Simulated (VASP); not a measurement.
Here is a VASP 6.6.1 calculation.

Contents of INCAR:

```
ALGO = Normal
EDIFF = 1E-7
ENCUT = 520
GGA = PE
ISIF = 2
ISMEAR = -1
LASPH = True
LCHARG = False
LREAL = False
LWAVE = False
NBANDS = 10
NELM = 60
PREC = Accurate
SIGMA = 0.05
```

KPOINTS

```
k-points
0
Gamma
  13 13 13
```

The input POSCAR:

```
Na
1.0
   -2.0984703658      2.0984703658      2.0984703658
    2.0984703658     -2.0984703658      2.0984703658
    2.0984703658      2.0984703658     -2.0984703658
Na
1
Direct
    0.0000000000      0.0000000000      0.0000000000
```

Potentials or basis: VASP PAW PBE potentials, release 64 (Na_pv).

Command:

```sh
$ cat potpaw_PBE.64/Na_pv/POTCAR > POTCAR
$ mpirun -np 1 vasp_std > vasp.out
```

Question: Estimate the pressure.

Answer: 0.0 GPa.
